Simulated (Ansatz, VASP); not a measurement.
# Bi in VASP and in Ansatz

```
Bi
1.0
     3.09453    0.00000    0.00000
    -1.54727    2.67994    0.00000
     0.00000    0.00000    4.78773
Bi
2
Cartesian
  0.0000 1.7866 1.1969
  1.5473 0.8933 3.5908
```

Alike in both runs: task relaxation of cell and atoms; functional r2SCAN; k mesh 6 × 6 × 4; occupations gaussian, width 0.1 eV; no spin polarisation.

|  | VASP | Ansatz |
| --- | --- | --- |
| version | VASP 6.6.1 | Ansatz 0.2.0 |
| potentials or method | VASP PAW PBE potentials, release 64 (Bi_d), cutoff 600 eV | scalar-relativistic, plane waves, PAW |
| valence electrons in the cell | 30 | 30 |

|  | VASP | Ansatz | Ansatz less VASP |
| --- | --- | --- | --- |
| gap on the k mesh at the Fermi level, each at its own relaxed structure (eV) | none | none | - |
| relaxed volume (Å³/atom) | 30.77 | 30.89 | +0.116 |
| relaxed cell length with the largest relative difference (Å) | 5.868 | 5.843 | -0.0244 |

VASP's potentials were made for PBE, not for r2SCAN. A gap of «none» marks a metal or a gap that the smearing closes.

The k mesh is coarse, so the values compare programs but aren't converged. Neither program's run includes spin-orbit coupling. Noted on VASP's run: the volume moved by over 15 % at a fixed basis, so the end points are rough.
